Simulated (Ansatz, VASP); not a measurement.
## SnO in VASP and in Ansatz

```
Sn O
1.0
     3.98422    0.00000    0.00000
     0.00000    3.98422    0.00000
     0.00000    0.00000    5.21930
Sn O
2 2
Direct
  0.00000 0.50000 0.22874
  0.50000 0.00000 0.77126
  0.00000 0.00000 0.00000
  0.50000 0.50000 0.00000
```

Change from the starting cell: strain +0.030 along x and y, +0.030 along z, atoms carried along.

Alike in both runs: task single point; functional PBE; k mesh 10 × 10 × 8; occupations gaussian, width 0.05 eV; no spin polarisation.

```csv
,VASP,Ansatz
version,VASP 6.6.1,Ansatz 0.2.0
potentials or method,"VASP PAW PBE potentials, release 64 (Sn_d, O), cutoff 520 eV","scalar-relativistic, plane waves, PAW"
valence electrons in the cell,40,40
```

|  | VASP | Ansatz | Ansatz less VASP |
| --- | --- | --- | --- |
| gap on the k mesh at the Fermi level (eV) | 0.76 | 0.76 | -0.005 |
| least direct gap on the mesh (eV) | 1.81 | 1.84 | +0.027 |
| pressure (GPa) | -5.9 | -6.0 | -0.10 |
| traceless stress, the component that is largest in VASP (GPa) | 0.96 | 0.95 | -0.011 |
| rms of the force components (eV/Å) | 0.394 | 0.418 | +0.0238 |

Atom by atom the forces differ by 0.024 eV/Å (rms over components).
